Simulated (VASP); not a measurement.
# Mg2Cd3Te5 (R3m) in VASP: single point with PBE

Aim: the single point of Mg2Cd3Te5 with PBE.

Program: VASP 6.6.1. These are calculated values, not measurements. Logs are shortened: lines on timing, memory, paths and dates and some standing lists are left out, and cuts for length are marked.

### Step 1. The cell of the first run

The structure is trigonal, space group R3m (No. 160). Conventional cell: a = 4.654 Å, b = 4.654 Å, c = 56.816 Å, α = 90.00°, β = 90.00°, γ = 120.00°. Within 3.7 Å of Mg (site symmetry 3m) lie 4 Te at 2.82 to 2.83 Å. Mg (site symmetry 3m) has 4 Te at 2.82 to 2.83 Å within 3.7 Å. Within 3.8 Å of Cd (site symmetry 3m) lie 4 Te at 2.86 to 2.87 Å. Cd (site symmetry 3m) has 4 Te at 2.86 Å within 3.8 Å. Within 3.8 Å of Cd (site symmetry 3m) lie 4 Te at 2.86 Å. Te (site symmetry 3m) has 3 Mg at 2.83 Å and 1 Cd at 2.87 Å within 3.7 Å. Te (site symmetry 3m) has 4 Cd at 2.86 Å within 3.8 Å. Within 3.7 Å of Te (site symmetry 3m) lie 1 Mg at 2.82 Å and 3 Cd at 2.86 Å.

### Step 2. Single point, PBE

INCAR

```
SYSTEM = Mg2Cd3Te5
ALGO = Normal
EDIFF = 1E-6
ENCUT = 520
GGA = PE
ISIF = 2
ISMEAR = 0
LASPH = .TRUE.
LCHARG = .TRUE.
LELF = .TRUE.
LREAL = .FALSE.
LVHAR = .TRUE.
LWAVE = .FALSE.
NBANDS = 46
NELM = 100
PREC = Accurate
SIGMA = 0.1
```

KPOINTS

```
k-points
0
G
  4 4 4
  0 0 0
```

POSCAR

```
Mg2Cd3Te5
1.0
   -2.3271151653      4.0306817014      0.0000000000
   -4.6542303306      0.0000000000      0.0000000000
   -2.3271151653      1.3435605671     18.9387880647
Mg Cd Te
2 3 5
Direct
    0.0001283681      0.0001283681      0.9996148958
    0.2005487892      0.2005487892      0.3983536324
    0.3994705442      0.3994705442      0.8015883675
    0.8003221250      0.8003221250      0.5990336250
    0.5998179433      0.5998179433      0.2005461702
    0.3489894438      0.3489894438      0.9530316687
    0.7499711885      0.7499711885      0.7500864345
    0.1508827778      0.1508827778      0.5473516667
    0.5493979545      0.5493979545      0.3518061365
    0.9504708657      0.9504708657      0.1485874029
```

Potentials or basis: VASP PAW PBE potentials, release 64 (Mg, Cd, Te).

Started as:

```console
$ cat potpaw_PBE.64/Mg/POTCAR potpaw_PBE.64/Cd/POTCAR potpaw_PBE.64/Te/POTCAR > POTCAR
$ mpirun -np 1 vasp_std > vasp.out
```

OUTCAR:

```text
SYSTEM = Mg2Cd3Te5
   EDIFF = 1E-6
   ENCUT = 520
   GGA = PE
   ISIF = 2
   ISMEAR = 0
   LASPH = .TRUE.
   LREAL = .FALSE.
   NELM = 100
   PREC = Accurate

 ion  position               nearest neighbor table
   1  0.000  0.000  1.000-  10 2.82   6 2.83   6 2.83   6 2.83
   2  0.201  0.201  0.398-   8 2.82   9 2.83   9 2.83   9 2.83
   3  0.399  0.399  0.802-   7 2.86   7 2.86   7 2.86   6 2.87
   4  0.800  0.800  0.599-   8 2.86   8 2.86   8 2.86   7 2.86
   5  0.600  0.600  0.201-  10 2.86  10 2.86  10 2.86   9 2.86
   6  0.349  0.349  0.953-   1 2.83   1 2.83   1 2.83   3 2.87
   7  0.750  0.750  0.750-   3 2.86   3 2.86   3 2.86   4 2.86
   8  0.151  0.151  0.547-   2 2.82   4 2.86   4 2.86   4 2.86
   9  0.549  0.549  0.352-   2 2.83   2 2.83   2 2.83   5 2.86
  10  0.950  0.950  0.149-   1 2.82   5 2.86   5 2.86   5 2.86

  LATTYP: Found a trigonal (rhomboedric) cell.
 ALAT       =    19.1284686619
 COS(alpha) =     0.9703990710

  Lattice vectors:

 A1 = (   0.0000000000,  -2.6871211343,  18.9387880647)
 A2 = (   2.3271151653,   1.3435605671,  18.9387880647)
 A3 = (  -2.3271151653,   1.3435605671,  18.9387880647)

Analysis of symmetry for initial positions (statically):
=====================================================================
 Subroutine PRICEL returns:
 Original cell was already a primitive cell.

 Routine SETGRP: Setting up the symmetry group for a
 trigonal (rhombohedral) supercell.

 Subroutine GETGRP returns: Found  6 space group operations
 (whereof  6 operations were pure point group operations)
 out of a pool of 12 trial point group operations.

The static configuration has the point symmetry C_3v.

Analysis of symmetry for dynamics (positions and initial velocities):
=====================================================================
 Subroutine PRICEL returns:
 Original cell was already a primitive cell.

 Routine SETGRP: Setting up the symmetry group for a
 trigonal (rhombohedral) supercell.

 Subroutine GETGRP returns: Found  6 space group operations
 (whereof  6 operations were pure point group operations)
 out of a pool of 12 trial point group operations.

The dynamic configuration has the point symmetry C_3v.

 Subroutine INISYM returns: Found  6 space group operations
 (whereof  6 operations are pure point group operations),
 and found     1 'primitive' translations

----------------------------------------------------------------------------------------

                                     Primitive cell

  volume of cell :     355.2864

  direct lattice vectors                    reciprocal lattice vectors
    -2.327115165  4.030681701  0.000000000     0.000000000  0.248096991 -0.017600563
    -4.654230331  0.000000000  0.000000000    -0.214858296 -0.124048495 -0.017600563
    -2.327115165  1.343560567 18.938788065     0.000000000  0.000000000  0.052801689

  length of vectors
     4.654230331  4.654230331 19.128468662     0.248720519  0.248720519  0.052801689

  position of ions in fractional coordinates (direct lattice)
     0.000128368  0.000128368  0.999614896
     0.200548789  0.200548789  0.398353632
     0.399470544  0.399470544  0.801588368
     0.800322125  0.800322125  0.599033625
     0.599817943  0.599817943  0.200546170
     0.348989444  0.348989444  0.953031669
     0.749971188  0.749971188  0.750086434
     0.150882778  0.150882778  0.547351667
     0.549397955  0.549397955  0.351806137
     0.950470866  0.950470866  0.148587403

  ion indices of the primitive-cell ions
   primitive index   ion index
                 1           1
                 2           2
                 3           3
                 4           4
                 5           5
                 6           6
                 7           7
                 8           8
                 9           9
                10          10

----------------------------------------------------------------------------------------

 KPOINTS: k-points

Automatic generation of k-mesh.
 Grid dimensions read from file:
 generate k-points for:    4    4    4

 Generating k-lattice:

  Cartesian coordinates                     Fractional coordinates (reciprocal lattice)
     0.000000000  0.062024248 -0.004400141     0.250000000  0.000000000  0.000000000
    -0.053714574 -0.031012124 -0.004400141    -0.000000000  0.250000000  0.000000000
     0.000000000  0.000000000  0.013200422     0.000000000  0.000000000  0.250000000

  Length of vectors
     0.062180130  0.062180130  0.013200422

  Shift w.r.t. Gamma in fractional coordinates (k-lattice)
     0.000000000  0.000000000  0.000000000

 Subroutine IBZKPT returns following result:
 ===========================================

 Found     13 irreducible k-points:

 Following reciprocal coordinates:
            Coordinates               Weight
  0.000000  0.000000  0.000000      1.000000
  0.250000  0.000000  0.000000      6.000000
  0.500000  0.000000  0.000000      3.000000
  0.250000  0.250000  0.000000      6.000000
  0.500000  0.250000  0.000000     12.000000
 -0.250000  0.250000 -0.000000      6.000000
  0.500000  0.500000  0.000000      3.000000
  0.000000  0.000000  0.250000      2.000000
  0.500000  0.000000  0.250000      6.000000
 -0.250000  0.000000  0.250000      6.000000
 -0.250000  0.500000  0.250000      6.000000
 -0.250000 -0.250000  0.250000      6.000000
  0.000000  0.000000  0.500000      1.000000
   k-points           NKPTS =     13   k-points in BZ     NKDIM =     13   number of bands    NBANDS=     46
   number of dos      NEDOS =    301   number of ions     NIONS =     10
   total plane-waves  NPLWV = 186624
   dimension x,y,z NGX =    36 NGY =   36 NGZ =  144
   dimension x,y,z NGXF=    72 NGYF=   72 NGZF=  288
   ions per type =               2   3   5
   NGX,Y,Z   is equivalent  to a cutoff of  12.86, 12.86, 12.52 a.u.
   NGXF,Y,Z  is equivalent  to a cutoff of  25.72, 25.72, 25.03 a.u.
 SYSTEM =  Mg2Cd3Te5
   PREC   = accura    normal or accurate (medium, high low for compatibility)
   ISTART =      0    job   : 0-new  1-cont  2-samecut
   ICHARG =      2    charge: 1-file 2-atom 10-const
   ISPIN  =      1    spin polarized calculation?
   LNONCOLLINEAR =      F non collinear calculations
   LSORBIT =      F    spin-orbit coupling
   LASPH  =      T    aspherical Exc in radial PAW
   ENCUT  =  520.0 eV  38.22 Ry    6.18 a.u.   8.65  8.65 35.57*2*pi/ulx,y,z
   NELM   =    100;   NELMIN=  2; NELMDL= -5     # of ELM steps
   EDIFF  = 0.1E-05   stopping-criterion for ELM
   LREAL  =      F    real-space projection
[... 7 lines left out ...]
   TEBEG  =    0.0;   TEEND  =   0.0 temperature during run
   PSTRESS=    0.0 pullay stress
   NELECT =      70.0000    total number of electrons
   NUPDOWN=      -1.0000    fix difference up-down
   EMIN   =  10.00;   EMAX   =-10.00  energy-range for DOS
   EFERMI =   0.00;   METHOD = LEGACY
   ISMEAR =     0;   SIGMA  =   0.10  broadening in eV -4-tet -1-fermi 0-gaus
   EFERMI_NEDOS =   21; number of points for ismear=-14 and -15
   IALGO  =     38    algorithm
   IMIX   =      4    mixing-type and parameters
     AMIX     =   0.40;   BMIX     =  1.00
     AMIX_MAG =   1.60;   BMIX_MAG =  1.00
  volume/ion in A,a.u.               =      35.53       239.76
  Fermi-wavevector in a.u.,A,eV,Ry     =   0.952609  1.800170 12.346795  0.907464
  Thomas-Fermi vector in A             =   2.081188
   LORBIT       =      0    0 simple, 1 ext, 2 COOP (PROOUT), +10 PAW based schemes
   GGA     = PE    functional components
   LHFCALC =     F    Hartree Fock is set to
   AEXX    =    0.0000 exact exchange contribution
   IVDW    =     0    specifies the selected vdW correction
   LEPSILON=     F    determine dielectric tensor
   LRPA    =     F    only Hartree local field effects (RPA)
 non-spin polarized calculation
 Gauss-broadening in eV      SIGMA  =   0.10
  energy-cutoff  :      520.00
  volume of cell :      355.29
 maximum number of plane-waves:      9602
 NGX is ok and might be reduce to    36
   NGX = 17   NGY = 17   NGZ = 71

 number of electron      69.9999997 magnetization

 Free energy of the ion-electron system (eV)
  ---------------------------------------------------
  ext. energy  EPLUGINS =         0.00000000
  ---------------------------------------------------
  free energy    TOTEN  =       -27.11780530 eV

  energy without entropy =      -27.11780530  energy(sigma->0) =      -27.11780530

 E-fermi :   2.3280     XC(G=0):  -8.0933

 val. band max:        1.8806566559   @ k =   0.0000   0.0000   0.0000
 cond. band min:       2.9354337444   @ k =   0.0000   0.0000   0.0000
 fundamental gap:      1.0547770885
 Fermi energy:         2.3280088258

 k-point     1 :       0.0000    0.0000    0.0000
  band No.  band energies     occupation
      1      -8.7846      2.00000
      2      -8.6628      2.00000
      3      -8.6212      2.00000
      4      -8.3865      2.00000
      5      -8.3342      2.00000
      6      -6.1003      2.00000
[... 38 lines left out ...]
     45       7.0337      0.00000
     46       7.0424      0.00000

 k-point     2 :       0.2500    0.0000    0.0000
  band No.  band energies     occupation
      1      -8.6208      2.00000
      2      -8.5248      2.00000
      3      -8.4743      2.00000
      4      -8.2728      2.00000
      5      -8.2305      2.00000
      6      -6.0675      2.00000
[... 38 lines left out ...]
     45       7.1340      0.00000
     46       7.1885      0.00000

 k-point     3 :       0.5000    0.0000    0.0000
  band No.  band energies     occupation
      1      -8.4650      2.00000
      2      -8.3608      2.00000
      3      -8.3439      2.00000
      4      -8.1358      2.00000
      5      -8.1240      2.00000
      6      -6.0415      2.00000
[... 38 lines left out ...]
     45       7.0705      0.00000
     46       7.1326      0.00000

 k-point     4 :       0.2500    0.2500    0.0000
  band No.  band energies     occupation
      1      -8.6207      2.00000
      2      -8.5249      2.00000
      3      -8.4744      2.00000
      4      -8.2725      2.00000
      5      -8.2307      2.00000
      6      -6.0675      2.00000
[... 381 lines left out ...]
     45       6.7405      0.00000
     46       7.3444      0.00000

 k-point    12 :      -0.2500   -0.2500    0.2500
  band No.  band energies     occupation
      1      -8.6167      2.00000
      2      -8.5409      2.00000
      3      -8.4587      2.00000
      4      -8.2811      2.00000
      5      -8.2258      2.00000
      6      -6.0675      2.00000
[... 38 lines left out ...]
     45       7.1426      0.00000
     46       7.1833      0.00000

 k-point    13 :       0.0000    0.0000    0.5000
  band No.  band energies     occupation
      1      -8.7684      2.00000
      2      -8.7154      2.00000
      3      -8.5682      2.00000
      4      -8.4182      2.00000
      5      -8.3191      2.00000
      6      -6.1003      2.00000
[... 38 lines left out ...]
     45       6.8388      0.00000
     46       6.8388      0.00000

------------------------ aborting loop because EDIFF is reached ----------------------------------------

  FORCE on cell =-STRESS in cart. coord.  units (eV):
  Direction    XX          YY          ZZ          XY          YZ          ZX
  --------------------------------------------------------------------------------------
  -------------------------------------------------------------------------------------
  Total        0.4508991      0.4508991     -0.0364823      0.0000000      0.0000000      0.0000000
  in kB        2.0333464      2.0333464     -0.1645185      0.0000000      0.0000000      0.0000000
  external PRESSURE =       1.3007248 kB  Pullay stress =       0.0000000 kB

 VOLUME and BASIS-vectors are now :
 -----------------------------------------------------------------------------
  energy-cutoff  :      520.00
  volume of cell :      355.29
      direct lattice vectors                 reciprocal lattice vectors
    -2.327115165  4.030681701  0.000000000     0.000000000  0.248096991 -0.017600563
    -4.654230331  0.000000000  0.000000000    -0.214858296 -0.124048495 -0.017600563
    -2.327115165  1.343560567 18.938788065     0.000000000  0.000000000  0.052801689

 POSITION                                       TOTAL-FORCE (eV/Angst)
 -----------------------------------------------------------------------------------
     -2.32712      1.34356     18.93149         0.000000     -0.000000      0.006672
     -2.32712      1.34356      7.54434        -0.000000     -0.000000      0.007403
     -4.65423      2.68712     15.18111        -0.000000     -0.000000      0.009671
     -6.98135      4.03068     11.34497         0.000000     -0.000000      0.011824
     -4.65423      2.68712      3.79810        -0.000000     -0.000000      0.009852
     -4.65423      2.68712     18.04926        -0.000000     -0.000000      0.016202
     -6.98135      4.03068     14.20573         0.000000      0.000000     -0.011272
     -2.32712      1.34356     10.36618        -0.000000      0.000000     -0.034232
     -4.65423      2.68712      6.66278        -0.000000     -0.000000      0.016984
     -6.98135      4.03068      2.81407         0.000000      0.000000     -0.033104
 -----------------------------------------------------------------------------------
    total drift:                                0.000020     -0.000012      0.003510

  FREE ENERGIE OF THE ION-ELECTRON SYSTEM (eV)
  ---------------------------------------------------
  free  energy   TOTEN  =       -27.1178053022 eV

  energy  without entropy=      -27.1178053022  energy(sigma->0) =      -27.11780530
```

Run time: 4.5 min. Hardware: 1 thread of Intel Xeon Platinum 8259CL at 2.50GHz (Skylake/Cascade Lake), shared host; peak memory 0.56 GiB.

What came out:

```yaml
Free_energy: -27.1178 eV
Pressure: 0.1 GPa
Largest_force: 0.034 eV/Å
Band_gap_on_the_k_mesh: 1.05 eV
```

Forces on the atoms (eV/Å):
```
Mg   0.000  0.000  0.007
Mg   0.000  0.000  0.007
Cd   0.000  0.000  0.010
Cd   0.000  0.000  0.012
Cd   0.000  0.000  0.010
Te   0.000  0.000  0.016
Te   0.000  0.000 -0.011
Te   0.000  0.000 -0.034
Te   0.000  0.000  0.017
Te   0.000  0.000 -0.033
```

Caveat: spin-orbit coupling is left out, which moves the levels of the heavy elements. A k mesh can miss the band edges.
